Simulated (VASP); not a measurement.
Set up this calculation in VASP 6.6.1, as the native input.

```yaml
Task: single point
Functional: LDA
Potentials_or_basis: VASP PAW LDA potentials, release 64 (Ta_pv, N)
Cutoff: 520 eV
k_mesh: 18 × 18 × 18
Occupations: gaussian, width 0.15 eV
Spin: no spin polarisation
Dipole_correction: no
Further_INCAR_settings: ALGO = Normal; EDIFF = 1e-07; NBANDS = 15
```

The structure of TaN lies in POSCAR:

```
TaN
1.0
    0.0000000000      2.0700500000      2.1790000000
    2.0700500000      0.0000000000      2.1790000000
    2.0700500000      2.0700500000      0.0000000000
Ta N
1 1
Direct
    0.5000000000      0.5000000000      0.5000000000
    0.0000000000      0.0000000000      0.0000000000
```

This cell differs from its parent crystal: strain -0.050 along x and y, +0.000 along z.

The input as run:

INCAR

```
PREC = Accurate
ENCUT = 520
EDIFF = 1E-7
ISMEAR = 0
SIGMA = 0.15
LREAL = False
LASPH = True
NELM = 100
ALGO = Normal
ISIF = 2
LWAVE = False
LCHARG = True
GGA = CA
LELF = True
LVHAR = True
NBANDS = 15
```

KPOINTS

```
regular mesh
0
Gamma
  18 18 18
```

Potentials or basis: VASP PAW LDA potentials, release 64 (Ta_pv, N).

Run with:

```bash
$ cat potpaw_LDA.64/Ta_pv/POTCAR potpaw_LDA.64/N/POTCAR > POTCAR
$ mpirun -np 1 vasp_std > vasp.out
```

Results of the run:

```json
{"Pressure": "50.6 GPa", "Band gap on the k mesh": "zero (band 8 reaches 13.10 eV, above the bottom of band 9 at 8.56 eV)"}
```

Caveat: the cell differs from its parent crystal (strain -0.050 along x and y, +0.000 along z); spin-orbit coupling is left out, which moves the levels of the heavy elements.

Wall time 78 s on 1 thread of Intel(R) Xeon(R) Platinum 8375C CPU @ 2.90GHz (Ice Lake), on a shared host, peak memory 0.25 GiB.
